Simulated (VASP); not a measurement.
Set up this calculation in VASP 6.6.1, as the native input.

```yaml
Task: single point
Functional: PBE
Potentials_or_basis: VASP PAW PBE potentials, release 64 (Pd)
Cutoff: 520 eV
k_mesh: 11 × 11 × 11
Occupations: fermi-dirac, width 0.1 eV
Spin: no spin polarisation
Dipole_correction: no
Further_INCAR_settings: ALGO = Normal; EDIFF = 1e-07; NBANDS = 17
```

The structure of Pd lies in POSCAR:

```
Pd
1.0
    0.0000000000      2.9054374955      2.9054374955
    2.9054374955      0.0000000000      2.9054374955
    2.9054374955      2.9054374955      0.0000000000
Pd
2
Direct
    0.1250000000      0.1250000000      0.1250000000
    0.8750000000      0.8750000000      0.8750000000
```

One way to write it, as run:

INCAR

```
ALGO = Normal
EDIFF = 1E-7
ENCUT = 520
GGA = PE
ISIF = 2
ISMEAR = -1
LASPH = T
LCHARG = F
LREAL = F
LWAVE = F
NBANDS = 17
NELM = 80
PREC = Accurate
SIGMA = 0.1
```

KPOINTS

```
k-points
0
Gamma
  11 11 11
```

Potentials or basis: VASP PAW PBE potentials, release 64 (Pd).

Command:

```console
$ cat potpaw_PBE.64/Pd/POTCAR > POTCAR
$ mpirun -np 1 vasp_std > vasp.out
```

Results of the run:

```
Pressure               : -0.2 GPa
Band gap on the k mesh : zero (band 10 reaches 3.97 eV, above the bottom of band 11 at 3.64 eV)
```

Wall time 26 s on 1 thread of AMD EPYC 9R45 96-Core Processor (Zen 5) (shared host), peak memory 0.16 GiB.
